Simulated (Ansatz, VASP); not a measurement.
# Cd2HgS3 in VASP and in Ansatz

INCAR

```
ALGO     = Normal         # electronic algorithm
EDIFF    = 1E-7           # SCF threshold, eV
ENCUT    = 520            # plane-wave cutoff, eV
GGA      = PE             # functional
ISIF     = 2              # what is computed and relaxed
ISMEAR   = 0              # smearing method
LASPH    = T              # aspherical terms in the spheres
LCHARG   = F              # write CHGCAR
LREAL    = F              # projectors in reciprocal space
LWAVE    = F              # write WAVECAR
NBANDS   = 36             # bands
NELM     = 80             # most SCF steps
PREC     = Accurate       # precision mode
SIGMA    = 0.1            # smearing width, eV
```

The input KPOINTS:

```
k-points
0
Gamma
  6 6 2
```

Contents of POSCAR:

```
Cd2HgS3
1.0
    3.6231777000     -2.0553410000      0.0000000000
    3.6231777000      2.0553410000      0.0000000000
   -1.1097476000      0.0000000000      9.6919747000
Cd Hg S
2 1 3
Direct
    0.9988820000      0.5943710000      0.1631690000
    0.4056290000      0.0011180000      0.8368310000
    0.6919950000      0.3080050000      0.5000000000
    0.4840040000      0.5159960000      0.0000000000
    0.9588240000      0.5393350000      0.6815380000
    0.4606650000      0.0411760000      0.3184620000
```

Input for Ansatz:

```yaml
crystal:
  lattice:
    - [3.6231777, -2.055341, 0.0]
    - [3.6231777, 2.055341, 0.0]
    - [-1.1097476, 0.0, 9.6919747]
  atoms:
    - { symbol: Cd, position: [0.998882, 0.594371, 0.163169] }
    - { symbol: Cd, position: [0.405629, 0.001118, 0.836831] }
    - { symbol: Hg, position: [0.691995, 0.308005, 0.5] }
    - { symbol: S, position: [0.484004, 0.515996, 0.0] }
    - { symbol: S, position: [0.958824, 0.539335, 0.681538] }
    - { symbol: S, position: [0.460665, 0.041176, 0.318462] }
basis:
  ecutwfc: 420
kpoints:
  mp_grid: { grid: [6, 6, 2] }
hamiltonian:
  xc: pbe
scf:
  occupations: { method: gaussian, width: 0.1 }
  lower_state_search: "off"
output:
  forces: true
  stress: true
  eigenvalues: true
```

Alike in both runs: task single point; functional PBE; k mesh 6 × 6 × 2; occupations gaussian, width 0.1 eV; no spin polarisation.

|  | VASP | Ansatz |
| --- | --- | --- |
| version | VASP 6.6.1 | Ansatz 0.2.0 |
| potentials or method | VASP PAW PBE potentials, release 64 (Cd, Hg, S), cutoff 520 eV | scalar-relativistic, plane waves, PAW |
| valence electrons in the cell | 54 | 78 |

```csv
,VASP,Ansatz,Ansatz less VASP
gap on the k mesh at the Fermi level (eV),1.05,1.04,-0.010
least direct gap on the mesh (eV),1.10,1.10,-0.006
pressure (GPa),0.4,0.0,-0.35
"traceless stress, the component that is largest in VASP (GPa)",0.10,-0.03,-0.135
rms of the force components (eV/Å),0.019,0.002,-0.0166
```

Atom by atom the forces differ by 0.021 eV/Å (rms over components). The functional is the same, so the differences come from potentials, cutoffs and numerics. VASP's potentials hold 54 valence electrons a cell and Ansatz's 78, so a difference there can come from the potentials and not from the codes.

Neither program's run includes spin-orbit coupling.
